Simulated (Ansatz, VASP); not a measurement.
# SnSe: VASP beside Ansatz

```xyz
8
Lattice="0.0000 -4.1672 0.0000 0.0000 0.0000 -4.3884 12.4836 0.0000 0.0000" Properties=species:S:1:pos:R:3 pbc="T T T"
Sn    7.0929   -3.1254   -3.9669
Sn    4.3907   -1.0418   -0.4215
Sn   10.1325   -1.0418   -1.7727
Sn    1.3511   -3.1254   -2.6157
Se    4.0996   -3.1254   -2.2952
Se    7.3840   -1.0418   -2.0932
Se    1.6422   -1.0418   -0.1010
Se    9.8414   -3.1254   -4.2874
```

Alike in both runs: task single point; functional PBE; dispersion D3(BJ); k mesh 8 × 8 × 3; occupations gaussian, width 0.05 eV; no spin polarisation.

```csv
,VASP,Ansatz
version,VASP 6.6.1,Ansatz 0.2.0
potentials or method,"VASP PAW PBE potentials, release 64 (Sn_d, Se), cutoff 520 eV","scalar-relativistic, plane waves, PAW"
valence electrons in the cell,80,120
```

|  | VASP | Ansatz | Ansatz less VASP |
| --- | --- | --- | --- |
| gap on the k mesh at the Fermi level (eV) | 0.42 | 0.42 | +0.008 |
| least direct gap on the mesh (eV) | 0.84 | 0.85 | +0.010 |
| pressure (GPa) | -0.1 | -0.1 | -0.03 |
| traceless stress, the component that is largest in VASP (GPa) | -1.31 | -1.32 | -0.012 |
| rms of the force components (eV/Å) | 0.052 | 0.048 | -0.0040 |

Atom by atom the forces differ by 0.008 eV/Å (rms over components). VASP's potentials hold 80 valence electrons a cell and Ansatz's 120, so a difference there can come from the potentials and not from the codes. Ansatz's warnings: dispersion switch in reach.
